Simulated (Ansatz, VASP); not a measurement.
**BaTiO3 in VASP and in Ansatz**

```
Ba Ti O
1.0
     2.63818    1.52315    2.15406
    -2.63818    1.52315    2.15406
     0.00000   -3.04631    2.15406
Ba Ti O
1 1 3
Direct
  0.99422 0.99422 0.99422
  0.49422 0.49422 0.49422
  0.49422 0.99422 0.49422
  0.49422 0.49422 0.99422
  0.99422 0.49422 0.49422
```

Alike in both runs: task single point; functional PBE; k mesh 8 × 8 × 8; occupations gaussian, width 0.02 eV; no spin polarisation.

|  | VASP | Ansatz |
| --- | --- | --- |
| version | VASP 6.6.1 | Ansatz 0.2.0 |
| potentials or method | VASP PAW PBE potentials, release 64 (Ba_sv, Ti_sv, O), cutoff 520 eV | scalar-relativistic, plane waves, PAW |
| valence electrons in the cell | 40 | 40 |

Ansatz gave:

```
gap on the k mesh at the Fermi level (eV) : 2.02
least direct gap on the mesh (eV)         : 2.02
```

Problem. Estimate VASP's values.

Solution. gap on the k mesh at the Fermi level (eV): 1.98; least direct gap on the mesh (eV): 1.98.

With one functional, cell and mesh, what is left measures potentials, basis and numerics.

Neither program's run includes spin-orbit coupling.
